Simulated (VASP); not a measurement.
# Zn8S7 (a cell with a defect) in VASP: further runs

Zn8S7 (a cell with a defect) is run at these levels: PBE; tasks: relaxation of the atoms, single point.

All numbers are computed with VASP 6.6.1; they aren't measurements. Logs are shortened: lines on timing, memory, paths and dates and some standing lists are left out, and cuts for length are marked.

## Step 1: The cell of the first run

The cell holds a defect, 15 atoms: a = 6.305 Å, b = 7.688 Å, c = 7.688 Å, α = 120.00°, β = 90.00°, γ = 90.00°.

## Step 2: Relaxation of the atoms, PBE, collinear spin

INCAR

```
SYSTEM = Zn8S7
PREC = Accurate
ENCUT = 520
EDIFF = 1E-6
ISMEAR = 0
SIGMA = 0.01
LREAL = Auto
LASPH = .TRUE.
NELM = 150
ALGO = Normal
ISIF = 2
LWAVE = .FALSE.
LCHARG = .FALSE.
ISPIN = 2
MAGMOM = 0.25 0 0 0 0.25 0.25 0 0.25 0 0 0 0 0 0 0
LORBIT = 11
GGA = PE
IBRION = 2
NSW = 65
EDIFFG = -0.025
NELECT = 137.0
```

KPOINTS

```
regular mesh
0
G
  1 1 1
  0 0 0
```

POSCAR

```
Zn8S7
1.0
    0.0000000000      0.0000000000      6.3046430618
   -3.8440669372      6.6581192431      0.0000000000
   -3.8440669373     -6.6581192431      0.0000000000
Zn S
8 7
Direct
    0.0745533687      0.1666666667      0.3333333333
   -0.0080063847      0.6653601195      0.3307202389
   -0.0080063847      0.1692797611      0.8346398805
   -0.0080063847      0.6653601195      0.8346398805
    0.4943972844      0.8650919632      0.1825459816
    0.4943972844      0.3174540184      0.1825459816
    0.4868163076      0.8333333333      0.6666666667
    0.4943972844      0.3174540184      0.6349080368
    0.3696107187      0.6631981690      0.3263963380
    0.3696107187      0.1736036620      0.8368018310
    0.3696107187      0.6631981690      0.8368018310
    0.8783262094      0.8556041592      0.1778020796
    0.8783262094      0.3221979204      0.1778020796
    0.8609135139      0.8333333333      0.6666666667
    0.8783262094      0.3221979204      0.6443958408
```

Potentials or basis: VASP PAW PBE potentials, release 64 (Zn, S).

Run with:

```console
$ cat potpaw_PBE.64/Zn/POTCAR potpaw_PBE.64/S/POTCAR > POTCAR
$ mpirun -np 1 vasp_gam > vasp.out
```

OUTCAR:

```text
SYSTEM = Zn8S7
   PREC = Accurate
   ENCUT = 520
   EDIFF = 1E-6
   ISMEAR = 0
   LREAL = Auto
   LASPH = .TRUE.
   NELM = 150
   ISIF = 2
   ISPIN = 2
   LORBIT = 11
   GGA = PE
   IBRION = 2
   NSW = 65
   EDIFFG = -0.025
   NELECT = 137.0

 ion  position               nearest neighbor table
   1  0.075  0.167  0.333-  13 2.41  12 2.41  15 2.41
   2  0.992  0.665  0.331-   9 2.38  14 2.38  12 2.40  13 2.40
   3  0.992  0.169  0.835-  10 2.38  14 2.38  15 2.40  13 2.40
   4  0.992  0.665  0.835-  11 2.38  14 2.38  15 2.40  12 2.40
   5  0.494  0.865  0.183-  12 2.42  11 2.44   9 2.44
   6  0.494  0.317  0.183-  13 2.42   9 2.44  10 2.44
   7  0.487  0.833  0.667-  14 2.36  11 2.38  10 2.38   9 2.38
   8  0.494  0.317  0.635-  15 2.42  11 2.44  10 2.44
   9  0.370  0.663  0.326-   2 2.38   7 2.38   6 2.44   5 2.44
  10  0.370  0.174  0.837-   3 2.38   7 2.38   6 2.44   8 2.44
  11  0.370  0.663  0.837-   4 2.38   7 2.38   8 2.44   5 2.44
  12  0.878  0.856  0.178-   2 2.40   4 2.40   1 2.41   5 2.42
  13  0.878  0.322  0.178-   2 2.40   3 2.40   1 2.41   6 2.42
  14  0.861  0.833  0.667-   7 2.36   4 2.38   3 2.38   2 2.38
  15  0.878  0.322  0.644-   3 2.40   4 2.40   1 2.41   8 2.42

  LATTYP: Found a hexagonal cell.
 ALAT       =     7.6881338746
 C/A-ratio  =     0.8200485534

  Lattice vectors:

 A1 = (  -3.8440669372,   6.6581192431,   0.0000000000)
 A2 = (  -3.8440669373,  -6.6581192431,   0.0000000000)
 A3 = (   0.0000000000,   0.0000000000,   6.3046430618)

Analysis of symmetry for initial positions (statically):
=====================================================================
 Subroutine PRICEL returns:
 Original cell was already a primitive cell.

 Routine SETGRP: Setting up the symmetry group for a
 hexagonal supercell.

 Subroutine GETGRP returns: Found  6 space group operations
 (whereof  2 operations were pure point group operations)
 out of a pool of 24 trial point group operations.

The static configuration has the point symmetry C_1h.
 The point group associated with its full space group is C_3v.

Analysis of symmetry for dynamics (positions and initial velocities):
=====================================================================
 Subroutine PRICEL returns:
 Original cell was already a primitive cell.

 Routine SETGRP: Setting up the symmetry group for a
 hexagonal supercell.

 Subroutine GETGRP returns: Found  6 space group operations
 (whereof  2 operations were pure point group operations)
 out of a pool of 24 trial point group operations.

The dynamic configuration has the point symmetry C_1h.
 The point group associated with its full space group is C_3v.

Analysis of structural, dynamic, and magnetic symmetry:
=====================================================================
 Subroutine PRICEL returns:
 Original cell was already a primitive cell.

 Routine SETGRP: Setting up the symmetry group for a
 hexagonal supercell.

 Subroutine GETGRP returns: Found  6 space group operations
 (whereof  2 operations were pure point group operations)
 out of a pool of 24 trial point group operations.

The overall configuration has the point symmetry C_1h.
 The point group associated with its full space group is C_3v.

 Subroutine INISYM returns: Found  6 space group operations
 (whereof  2 operations are pure point group operations),
 and found     1 'primitive' translations

----------------------------------------------------------------------------------------

                                     Primitive cell

  volume of cell :     322.7253

  direct lattice vectors                    reciprocal lattice vectors
     0.000000000  0.000000000  6.304643062     0.000000000  0.000000000  0.158613262
    -3.844066937  6.658119243  0.000000000    -0.130070576  0.075096282  0.000000000
    -3.844066937 -6.658119243  0.000000000    -0.130070576 -0.075096282  0.000000000

  length of vectors
[... 79 lines left out ...]
   LNONCOLLINEAR =      F non collinear calculations
   LSORBIT =      F    spin-orbit coupling
   LASPH  =      T    aspherical Exc in radial PAW
   ENCUT  =  520.0 eV  38.22 Ry    6.18 a.u.  11.72 14.29 14.29*2*pi/ulx,y,z
   NELM   =    150;   NELMIN=  2; NELMDL= -5     # of ELM steps
   EDIFF  = 0.1E-05   stopping-criterion for ELM
   LREAL  =      T    real-space projection
   EDIFFG = -.3E-01   stopping-criterion for IOM
   NSW    =     65    number of steps for IOM
   IBRION =      2    ionic relax: 0-MD 1-quasi-New 2-CG
   NFREE  =      1    steps in history (QN), initial steepest desc. (CG)
   ISIF   =      2    stress and relaxation
   ISYM   =      2    0-nonsym 1-usesym 2-fastsym
   POTIM  = 0.5000    time-step for ionic-motion
   TEBEG  =    0.0;   TEEND  =   0.0 temperature during run
   PSTRESS=    0.0 pullay stress
   NELECT =     137.0000    total number of electrons
   NUPDOWN=      -1.0000    fix difference up-down
   EMIN   =  10.00;   EMAX   =-10.00  energy-range for DOS
   EFERMI =   0.00;   METHOD = LEGACY
   ISMEAR =     0;   SIGMA  =   0.01  broadening in eV -4-tet -1-fermi 0-gaus
   EFERMI_NEDOS =   21; number of points for ismear=-14 and -15
   IALGO  =     38    algorithm
   IMIX   =      4    mixing-type and parameters
     AMIX     =   0.40;   BMIX     =  1.00
     AMIX_MAG =   1.60;   BMIX_MAG =  1.00
  volume/ion in A,a.u.               =      21.52       145.19
  Fermi-wavevector in a.u.,A,eV,Ry     =   1.230375  2.325071 20.596793  1.513822
  Thomas-Fermi vector in A             =   2.365226
   LORBIT       =     11    0 simple, 1 ext, 2 COOP (PROOUT), +10 PAW based schemes
   GGA     = PE    functional components
   LHFCALC =     F    Hartree Fock is set to
   AEXX    =    0.0000 exact exchange contribution
   IVDW    =     0    specifies the selected vdW correction
   LEPSILON=     F    determine dielectric tensor
   LRPA    =     F    only Hartree local field effects (RPA)
 conjugate gradient relaxation of ions
 spin polarized calculation
 Gauss-broadening in eV      SIGMA  =   0.01
  energy-cutoff  :      520.00
  volume of cell :      322.73
 maximum number of plane-waves:      4365
 NGX is ok and might be reduce to    48
   NGX = 23   NGY = 29   NGZ = 29

--------------------------------------- Ionic step        1  -------------------------------------------

 number of electron     137.0000048 magnetization       1.0000360

 Free energy of the ion-electron system (eV)
  ---------------------------------------------------
  ext. energy  EPLUGINS =         0.00000000
  ---------------------------------------------------
  free energy    TOTEN  =       -47.50955102 eV

  energy without entropy =      -47.50390912  energy(sigma->0) =      -47.50673007

------------------------ aborting loop because EDIFF is reached ----------------------------------------

  FORCE on cell =-STRESS in cart. coord.  units (eV):
  Direction    XX          YY          ZZ          XY          YZ          ZX
  --------------------------------------------------------------------------------------
  -------------------------------------------------------------------------------------
  Total       -9.0093397     -9.0093397    -23.7513824     -0.0000000     -0.0000000     -0.0000000
  in kB      -44.7270787    -44.7270787   -117.9142966     -0.0000000     -0.0000000     -0.0000000
  external PRESSURE =     -69.1228180 kB  Pullay stress =       0.0000000 kB
[... 330 lines left out ...]
--------------------------------------- Ionic step        8  -------------------------------------------

 number of electron     137.0000033 magnetization       1.0000000

 Free energy of the ion-electron system (eV)
  ---------------------------------------------------
  ext. energy  EPLUGINS =         0.00000000
  ---------------------------------------------------
  free energy    TOTEN  =       -47.54103201 eV

  energy without entropy =      -47.53539012  energy(sigma->0) =      -47.53821106

 E-fermi :   1.2686     XC(G=0):  -9.2274

 val. band max:        1.2685562340   @ k =   0.0000   0.0000   0.0000
 cond. band min:       1.2685566762   @ k =   0.0000   0.0000   0.0000
 fundamental gap:      0.0000004422
 Fermi energy:         1.2685564551

 spin component 1

 k-point     1 :       0.0000    0.0000    0.0000
  band No.  band energies     occupation
      1     -11.4037      1.00000
      2     -10.6214      1.00000
      3     -10.6174      1.00000
      4     -10.5933      1.00000
      5     -10.5933      1.00000
      6     -10.3040      1.00000
[... 72 lines left out ...]
     79       6.4951      0.00000
     80       6.6991      0.00000
 Fermi energy:         1.2685564551

 spin component 2

 k-point     1 :       0.0000    0.0000    0.0000
  band No.  band energies     occupation
      1     -11.2852      1.00000
      2     -10.5183      1.00000
      3     -10.5054      1.00000
      4     -10.5054      1.00000
      5     -10.4113      1.00000
      6     -10.1897      1.00000
[... 72 lines left out ...]
     79       6.5265      0.00000
     80       6.7390      0.00000
 [bands above 80 left out]

------------------------ aborting loop because EDIFF is reached ----------------------------------------

  FORCE on cell =-STRESS in cart. coord.  units (eV):
  Direction    XX          YY          ZZ          XY          YZ          ZX
  --------------------------------------------------------------------------------------
  -------------------------------------------------------------------------------------
  Total       -9.9170426     -9.9170426    -23.9605752     -0.0000000     -0.0000000     -0.0000000
  in kB      -49.2333911    -49.2333911   -118.9528392     -0.0000000     -0.0000000     -0.0000000
  external PRESSURE =     -72.4732072 kB  Pullay stress =       0.0000000 kB
[... 30 lines left out ...]
  FREE ENERGIE OF THE ION-ELECTRON SYSTEM (eV)
  ---------------------------------------------------
  free  energy   TOTEN  =       -47.5410320119 eV

  energy  without entropy=      -47.5353901160  energy(sigma->0) =      -47.53821106

 reached required accuracy - stopping structural energy minimisation

 total charge

# of ion       s       p       d       tot
------------------------------------------
    1        0.491   0.327   9.767  10.585
    2        0.479   0.415   9.779  10.673
    3        0.479   0.415   9.779  10.673
    4        0.479   0.415   9.779  10.673
    5        0.534   0.302   9.759  10.595
    6        0.534   0.302   9.759  10.595
    7        0.485   0.432   9.785  10.702
    8        0.534   0.302   9.759  10.595
    9        1.321   2.372   0.000   3.693
   10        1.321   2.372   0.000   3.693
   11        1.321   2.372   0.000   3.693
   12        1.316   2.377   0.000   3.693
   13        1.316   2.377   0.000   3.693
   14        1.306   2.393   0.000   3.698
   15        1.316   2.377   0.000   3.693
--------------------------------------------------
tot         13.230  19.548  78.168 110.946

 magnetization (x)

# of ion       s       p       d       tot
------------------------------------------
    1       -0.002   0.000   0.008   0.006
    2       -0.004   0.003   0.021   0.020
    3       -0.004   0.003   0.021   0.020
    4       -0.004   0.003   0.021   0.020
    5       -0.000  -0.000   0.003   0.002
    6       -0.000  -0.000   0.003   0.002
    7       -0.003   0.003   0.016   0.016
    8       -0.000  -0.000   0.003   0.002
    9        0.001   0.050   0.000   0.051
   10        0.001   0.050   0.000   0.051
   11        0.001   0.050   0.000   0.051
   12        0.003   0.094   0.000   0.097
   13        0.003   0.094   0.000   0.097
   14        0.006   0.166   0.000   0.171
   15        0.003   0.094   0.000   0.097
--------------------------------------------------
tot          0.000   0.608   0.097   0.705
```

Run time: 5.6 min. Hardware: 1 thread of Intel Xeon 6975P-C (Granite Rapids), shared host; peak memory 0.54 GiB.

Results:

```yaml
Free_energy: -47.5410 eV
Energy_gained_by_relaxing: 2.1 meV/atom
Ionic_steps: 8
Largest_force_after_relaxing: 0.021 eV/Å
Net_moment: 1.00 μB per cell
Site_moments: Zn +0.01, +0.02, +0.00; S +0.05, +0.10, +0.17 μB
Valence_electrons_inside_the_program's_atomic_spheres: Zn 10.59, 10.67, 10.60, 10.70; S 3.69, 3.70
```

Forces on the atoms (eV/Å):
```
Zn   0.000  0.000  0.021
Zn   0.004  0.003 -0.012
Zn  -0.004  0.003 -0.012
Zn   0.000 -0.005 -0.012
Zn   0.005 -0.003  0.010
Zn   0.000  0.005  0.010
Zn   0.000  0.000 -0.001
Zn  -0.005 -0.003  0.010
S   -0.005 -0.003  0.001
S    0.005 -0.003  0.001
S    0.000  0.005  0.001
S    0.009 -0.005 -0.003
S    0.000  0.010 -0.003
S    0.000  0.000 -0.008
S   -0.009 -0.005 -0.003
```

The path:
| step | energy change (eV) | largest force (eV/Å) | pressure (GPa) |
| --- | --- | --- | --- |
| 1 | 0.0000 | 0.2745 | -6.91 |
| 2 | -0.0155 | 0.1734 | -6.95 |
| 3 | -0.0263 | 0.0953 | -7.00 |
| 4 | -0.0292 | 0.0731 | -7.08 |
| 5 | -0.0309 | 0.0382 | -7.19 |
| 6 | -0.0309 | 0.0360 | -7.20 |
| 7 | -0.0312 | 0.0306 | -7.21 |
| 8 | -0.0315 | 0.0207 | -7.25 |

Final structure:
```
CELL_PARAMETERS angstrom
0.00000 0.00000 6.30464
-3.84407 6.65812 0.00000
-3.84407 -6.65812 0.00000
ATOMIC_POSITIONS crystal
Zn 0.08454 0.16667 0.33333
Zn 0.99626 0.66336 0.32671
Zn 0.99626 0.17329 0.83664
Zn 0.99626 0.66336 0.83664
Zn 0.49075 0.86812 0.18406
Zn 0.49075 0.31594 0.18406
Zn 0.48545 0.83333 0.66667
Zn 0.49075 0.31594 0.63188
S 0.36894 0.66308 0.32616
S 0.36894 0.17384 0.83692
S 0.36894 0.66308 0.83692
S 0.87657 0.85755 0.17878
S 0.87657 0.32122 0.17878
S 0.85774 0.83333 0.66667
S 0.87657 0.32122 0.64245
```

Caveat: the k points lie up to 1.00 Å⁻¹ apart; the cell carries a net charge on a neutralising background, which shifts energy and pressure; the cell is charged against a uniform background, so pressure and absolute levels hang on convention.

(Part 1 of 2 ends here.)
